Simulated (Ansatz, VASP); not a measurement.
**One calculation of Al, two programs**

```
CELL_PARAMETERS angstrom
2.82708 0.00000 0.00000
-1.41354 2.44832 0.00000
0.00000 0.00000 9.18599
ATOMIC_POSITIONS crystal
Al 0.00000 0.00000 0.00000
Al 0.33333 0.66667 0.25000
Al 0.00000 0.00000 0.50000
Al 0.66667 0.33333 0.75000
```

Alike in both runs: task single point; functional LDA; k mesh 9 × 9 × 3; occupations fermi-dirac, width 0.05 eV; no spin polarisation.

|  | VASP | Ansatz |
| --- | --- | --- |
| version | VASP 6.6.1 | Ansatz 0.2.0 |
| potentials or method | VASP PAW LDA potentials, release 64 (Al) | plane waves, PAW |
| plane-wave cutoff (eV) | 520 | 420 |
| valence electrons in the cell | 12 | 12 |

```tsv
	VASP	Ansatz	Ansatz less VASP
gap on the k mesh at the Fermi level (eV)	none	none	-
pressure (GPa)	-0.3	-0.4	-0.07
traceless stress, the component that is largest in VASP (GPa)	2.51	2.52	+0.006
```

LDA's correlation is that of Perdew and Zunger in VASP and of Perdew and Wang (1992) in Ansatz. A gap of «none» marks a metal or a gap that the smearing closes.
